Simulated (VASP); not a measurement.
Input of a VASP 6.6.1 run:

Contents of INCAR:

```
SYSTEM = FeO
ALGO = Normal
EDIFF = 1E-6
ENCUT = 600
GGA_COMPAT = .FALSE.
ISIF = 2
ISMEAR = 0
ISPIN = 2
LASPH = .TRUE.
LCHARG = .FALSE.
LDAU = .TRUE.
LDAUJ = 0 0
LDAUL = 2 -1
LDAUPRINT = 1
LDAUTYPE = 2
LDAUU = 1 0
LMAXMIX = 4
LORBIT = 11
LREAL = .FALSE.
LWAVE = .FALSE.
MAGMOM = 4 -4 0 0
NBANDS = 26
NELM = 200
PREC = Accurate
SIGMA = 0.05
```

File KPOINTS:

```
k-points
0
G
  8 8 4
  0 0 0
```

File POSCAR:

```
FeO
1.0
    1.5176821100      0.8762341800      2.5157945800
   -1.5176821100      0.8762341800      2.5157945800
    0.0000000000     -3.5049367000      5.0315891600
Fe O
2 2
Direct
    0.0000000000      0.0000000000      0.0000000000
    0.0000000000      0.0000000000      0.5000000000
    0.5000000000      0.5000000000      0.2500000000
    0.5000000000      0.5000000000      0.7500000000
```

Potentials or basis: VASP PAW LDA potentials, release 64 (Fe, O).

Command:

```sh
$ cat potpaw_LDA.64/Fe/POTCAR potpaw_LDA.64/O/POTCAR > POTCAR
$ mpirun -np 1 vasp_std > vasp.out
```

Predict the pressure.

-17.1 GPa.

Predict the band gap on the k mesh.

zero (filled and empty bands overlap).

Predict the site moments.

Fe +3.45, -3.45; O +0.00 μB.

Stress tensor (GPa, compression positive):
```
-20.11   0.00   0.00
  0.00 -11.43  -3.06
  0.00  -3.06 -19.81
```

Caveat: the stress differs along the axes, from -20 to -11 GPa. The state reached can hang on the start; a lower one may exist.
